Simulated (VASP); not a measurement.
# IrPt2F6 (P-3m1) in VASP: single point with PBE

Aim: the single point of IrPt2F6 with PBE.

Program: VASP 6.6.1. These are calculated values, not measurements. Logs are shortened: lines on timing, memory, paths and dates and some standing lists are left out, and cuts for length are marked.

## Step 1: The cell of the first run

It takes space group P-3m1 (No. 164, trigonal). The conventional cell has a = 6.447 Å, b = 6.447 Å, c = 5.165 Å, α = 90.00°, β = 90.00°, γ = 120.00°. Within 2.6 Å of Ir (site symmetry -3m) lie 6 F at 1.98 Å. Pt (site symmetry 3m) has 3 F at 2.12 Å within 2.8 Å. Within 2.6 Å of F (site symmetry m) lie 1 Ir at 1.98 Å and 1 Pt at 2.12 Å.

## Step 2: Single point, PBE

Input file INCAR:

```
  PREC = Accurate
  ENCUT = 600
  EDIFF = 1E-6
  ISMEAR = -1
  SIGMA = 0.0167
  LREAL = False
  LASPH = True
  NELM = 120
  ALGO = Normal
  ISIF = 2
  LWAVE = False
  LCHARG = False
  GGA = PE
  NBANDS = 58
  GGA_COMPAT = False
```

Input file KPOINTS:

```
regular mesh
0
Gamma
  6 6 4
```

Input file POSCAR:

```
IrPt2F6
1.0
    3.2236879001      5.5835912306      0.0000000000
   -3.2236879001      5.5835912306      0.0000000000
    0.0000000000      0.0000000000      5.1650637741
Ir Pt F
1 2 6
Direct
    0.0000000000      0.0000000000      0.5000000000
    0.6666666667      0.6666666667      0.6494876862
    0.3333333333      0.3333333333      0.3505123138
    0.1456543771      0.1456543771      0.2826681289
    0.7086912458      0.1456543771      0.2826681289
    0.1456543771      0.7086912458      0.2826681289
    0.2913087542      0.8543456229      0.7173318711
    0.8543456229      0.8543456229      0.7173318711
    0.8543456229      0.2913087542      0.7173318711
```

Potentials or basis: VASP PAW PBE potentials, release 64 (Ir_sv_GW, Pt_sv_GW, F).

Started as:

```
cat potpaw_PBE.64/Ir_sv_GW/POTCAR potpaw_PBE.64/Pt_sv_GW/POTCAR potpaw_PBE.64/F/POTCAR > POTCAR
mpirun -np 1 vasp_std > vasp.out
```

OUTCAR:

```text
PREC = Accurate
   ENCUT = 600
   EDIFF = 1E-6
   ISMEAR = -1
   LREAL = False
   LASPH = True
   NELM = 120
   ISIF = 2
   GGA = PE

 ion  position               nearest neighbor table
   1  0.000  0.000  0.500-   4 1.98   8 1.98   6 1.98   7 1.98   5 1.98   9 1.98
   2  0.667  0.667  0.649-   8 2.12   7 2.12   9 2.12
   3  0.333  0.333  0.351-   4 2.12   5 2.12   6 2.12
   4  0.146  0.146  0.283-   1 1.98   3 2.12
   5  0.709  0.146  0.283-   1 1.98   3 2.12
   6  0.146  0.709  0.283-   1 1.98   3 2.12
   7  0.291  0.854  0.717-   1 1.98   2 2.12
   8  0.854  0.854  0.717-   1 1.98   2 2.12
   9  0.854  0.291  0.717-   1 1.98   2 2.12

  LATTYP: Found a hexagonal cell.
 ALAT       =     6.4473758001
 C/A-ratio  =     0.8011110154

  Lattice vectors:

 A1 = (   3.2236879001,  -5.5835912306,   0.0000000000)
 A2 = (   3.2236879001,   5.5835912306,   0.0000000000)
 A3 = (   0.0000000000,   0.0000000000,   5.1650637741)

Analysis of symmetry for initial positions (statically):
=====================================================================
 Subroutine PRICEL returns:
 Original cell was already a primitive cell.

 Routine SETGRP: Setting up the symmetry group for a
 hexagonal supercell.

 Subroutine GETGRP returns: Found 12 space group operations
 (whereof 12 operations were pure point group operations)
 out of a pool of 24 trial point group operations.

The static configuration has the point symmetry D_3d.

Analysis of symmetry for dynamics (positions and initial velocities):
=====================================================================
 Subroutine PRICEL returns:
 Original cell was already a primitive cell.

 Routine SETGRP: Setting up the symmetry group for a
 hexagonal supercell.

 Subroutine GETGRP returns: Found 12 space group operations
 (whereof 12 operations were pure point group operations)
 out of a pool of 24 trial point group operations.

The dynamic configuration has the point symmetry D_3d.

 Subroutine INISYM returns: Found 12 space group operations
 (whereof 12 operations are pure point group operations),
 and found     1 'primitive' translations

----------------------------------------------------------------------------------------

[... 101 lines left out ...]
   LSORBIT =      F    spin-orbit coupling
   LASPH  =      T    aspherical Exc in radial PAW
   ENCUT  =  600.0 eV  44.10 Ry    6.64 a.u.  12.88 12.88 10.32*2*pi/ulx,y,z
   NELM   =    120;   NELMIN=  2; NELMDL= -5     # of ELM steps
   EDIFF  = 0.1E-05   stopping-criterion for ELM
   LREAL  =      F    real-space projection
[... 7 lines left out ...]
   TEBEG  =    0.0;   TEEND  =   0.0 temperature during run
   PSTRESS=    0.0 pullay stress
   NELECT =      95.0000    total number of electrons
   NUPDOWN=      -1.0000    fix difference up-down
   EMIN   =  10.00;   EMAX   =-10.00  energy-range for DOS
   EFERMI =   0.00;   METHOD = LEGACY
   ISMEAR =    -1;   SIGMA  =   0.02  broadening in eV -4-tet -1-fermi 0-gaus
   EFERMI_NEDOS =   21; number of points for ismear=-14 and -15
   IALGO  =     38    algorithm
   IMIX   =      4    mixing-type and parameters
     AMIX     =   0.40;   BMIX     =  1.00
     AMIX_MAG =   1.60;   BMIX_MAG =  1.00
  volume/ion in A,a.u.               =      20.66       139.42
  Fermi-wavevector in a.u.,A,eV,Ry     =   1.308756  2.473190 23.304625  1.712842
  Thomas-Fermi vector in A             =   2.439401
   LORBIT       =      0    0 simple, 1 ext, 2 COOP (PROOUT), +10 PAW based schemes
   GGA     = PE    functional components
   LHFCALC =     F    Hartree Fock is set to
   AEXX    =    0.0000 exact exchange contribution
   IVDW    =     0    specifies the selected vdW correction
   LEPSILON=     F    determine dielectric tensor
   LRPA    =     F    only Hartree local field effects (RPA)
 non-spin polarized calculation
  energy-cutoff  :      600.00
  volume of cell :      185.94
 maximum number of plane-waves:      6255
 NGX is ok and might be reduce to    54
   NGX = 25   NGY = 25   NGZ = 21

 number of electron      95.0000011 magnetization

 Free energy of the ion-electron system (eV)
  ---------------------------------------------------
  ext. energy  EPLUGINS =         0.00000000
  ---------------------------------------------------
  free energy    TOTEN  =       -37.23693149 eV

  energy without entropy =      -37.21849015  energy(sigma->0) =      -37.22771082

 E-fermi :   0.1796     XC(G=0):  -8.1773

 val. band max:        0.1789023762   @ k =   0.5000   0.1667   0.0000
 cond. band min:       0.1885201454   @ k =   0.3333   0.0000   0.0000
 fundamental gap:      0.0096177692
 Fermi energy:         0.1796427285

 k-point     1 :       0.0000    0.0000    0.0000
  band No.  band energies     occupation
      1     -96.7074      2.00000
      2     -96.7071      2.00000
      3     -93.0456      2.00000
      4     -51.1841      2.00000
      5     -51.1841      2.00000
      6     -51.1830      2.00000
[... 1453 lines left out ...]
     57       7.9752      0.00000
     58       9.8092      0.00000

------------------------ aborting loop because EDIFF is reached ----------------------------------------

  FORCE on cell =-STRESS in cart. coord.  units (eV):
  Direction    XX          YY          ZZ          XY          YZ          ZX
  --------------------------------------------------------------------------------------
  -------------------------------------------------------------------------------------
  Total       -0.3025624     -0.3025624     -0.4029781      0.0000000     -0.0000000     -0.0000000
  in kB       -2.6070737     -2.6070737     -3.4723196      0.0000000     -0.0000000     -0.0000000
  external PRESSURE =      -2.8954890 kB  Pullay stress =       0.0000000 kB

 VOLUME and BASIS-vectors are now :
 -----------------------------------------------------------------------------
  energy-cutoff  :      600.00
  volume of cell :      185.94
      direct lattice vectors                 reciprocal lattice vectors
     3.223687900  5.583591231  0.000000000     0.155101863  0.089548103  0.000000000
    -3.223687900  5.583591231  0.000000000    -0.155101863  0.089548103  0.000000000
     0.000000000  0.000000000  5.165063774     0.000000000  0.000000000  0.193608452

 POSITION                                       TOTAL-FORCE (eV/Angst)
 -----------------------------------------------------------------------------------
      0.00000      0.00000      2.58253        -0.000000      0.000000      0.000000
      0.00000      7.44479      3.35465        -0.000000     -0.000000      0.011352
      0.00000      3.72239      1.81042        -0.000000     -0.000000     -0.011352
      0.00000      1.62655      1.46000        -0.000000      0.031978     -0.020105
      1.81506      4.77032      1.46000        -0.027694     -0.015989     -0.020105
     -1.81506      4.77032      1.46000         0.027694     -0.015989     -0.020105
     -1.81506      6.39687      3.70506         0.027694      0.015989      0.020105
      0.00000      9.54063      3.70506        -0.000000     -0.031978      0.020105
      1.81506      6.39687      3.70506        -0.027694      0.015989      0.020105
 -----------------------------------------------------------------------------------
    total drift:                                0.000000      0.000000      0.000000

  FREE ENERGIE OF THE ION-ELECTRON SYSTEM (eV)
  ---------------------------------------------------
  free  energy   TOTEN  =       -37.2369314904 eV

  energy  without entropy=      -37.2184901543  energy(sigma->0) =      -37.22771082
```

Run time: 5.3 min. Hardware: 1 thread of Intel Xeon 6975P-C (Granite Rapids), shared host; peak memory 0.52 GiB.

What came out:

```yaml
Free_energy: -37.2369 eV
Pressure: -0.3 GPa
Largest_force: 0.038 eV/Å
Band_gap_on_the_k_mesh: zero (an odd number of electrons rules out a gap without spin polarisation)
```

Forces in eV/Å, atoms in the order of the input:
```
Ir   0.000  0.000  0.000
Pt   0.000  0.000  0.011
Pt   0.000  0.000 -0.011
F    0.000  0.032 -0.020
F   -0.028 -0.016 -0.020
F    0.028 -0.016 -0.020
F    0.028  0.016  0.020
F    0.000 -0.032  0.020
F   -0.028  0.016  0.020
```

Caveat: spin-orbit coupling is left out, which moves the levels of the heavy elements; an odd number of electrons without spin polarisation forces a metal; a magnetic or distorted state may lie lower.
